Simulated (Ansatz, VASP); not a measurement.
**One calculation of ZnH4O3, two programs**

```
Zn H O
1.0
     2.58574    0.00000    0.00000
    -1.29287    2.23931    0.00000
     0.00000    0.00000   11.34951
Zn H O
1 4 3
Cartesian
  1.2929 0.7464 0.0000
  0.0000 0.0000 1.7723
  0.0000 0.0000 6.1895
  0.0000 0.0000 5.1600
  0.0000 0.0000 9.5772
  1.2929 0.7464 5.6748
  0.0000 1.4929 1.5143
  0.0000 1.4929 9.8352
```

Change from the starting cell: species swapped into the Mn4Te3Se type (P-6m2, No. 187).

Alike in both runs: functional PBE; k mesh 18 × 18 × 4; occupations gaussian, width 0.02 eV; no spin polarisation.

Ansatz relaxed the structure, and its values are those at the end. VASP's run is a single point on that final structure, the one shown.

|  | VASP | Ansatz |
| --- | --- | --- |
| version | VASP 6.6.1 | Ansatz 0.2.0 |
| potentials or method | VASP PAW PBE potentials, release 64 (Zn, H, O), cutoff 520 eV | scalar-relativistic, plane waves, PAW |
| valence electrons in the cell | 34 | 34 |

|  | VASP | Ansatz | Ansatz less VASP |
| --- | --- | --- | --- |
| gap on the k mesh at the Fermi level (eV) | 0.49 | 0.50 | +0.009 |
| least direct gap on the mesh (eV) | 0.49 | 0.50 | +0.010 |
| pressure (GPa) | 0.4 | 0.0 | -0.35 |
| rms of the force components (eV/Å) | 0.024 | 0.000 | -0.0240 |
